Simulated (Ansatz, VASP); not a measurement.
## ZnSe in VASP and in Ansatz

```
Zn Se
1.0
     0.00000    2.83289    2.83289
     2.83289    0.00000    2.83289
     2.83289    2.83289    0.00000
Zn Se
1 1
Direct
  0.00000 0.00000 0.00000
  0.25000 0.25000 0.25000
```

Alike in both runs: functional r2SCAN; k mesh 8 × 8 × 8; occupations gaussian, width 0.02 eV; no spin polarisation.

Ansatz relaxed the structure, and its values are those at the end. VASP's run is a single point on that final structure, the one shown.

|  | VASP | Ansatz |
| --- | --- | --- |
| version | VASP 6.6.1 | Ansatz 0.2.0 |
| potentials or method | VASP PAW PBE potentials, release 64 (Zn, Se), cutoff 520 eV | scalar-relativistic, plane waves, PAW |
| valence electrons in the cell | 18 | 28 |

```tsv
	VASP	Ansatz	Ansatz less VASP
gap on the k mesh at the Fermi level (eV)	1.87	1.86	-0.008
least direct gap on the mesh (eV)	1.87	1.86	-0.008
pressure (GPa)	0.1	0.0	-0.08
```

VASP's potentials were made for PBE, not for r2SCAN. VASP's potentials hold 18 valence electrons a cell and Ansatz's 28, so a difference there can come from the potentials and not from the codes.
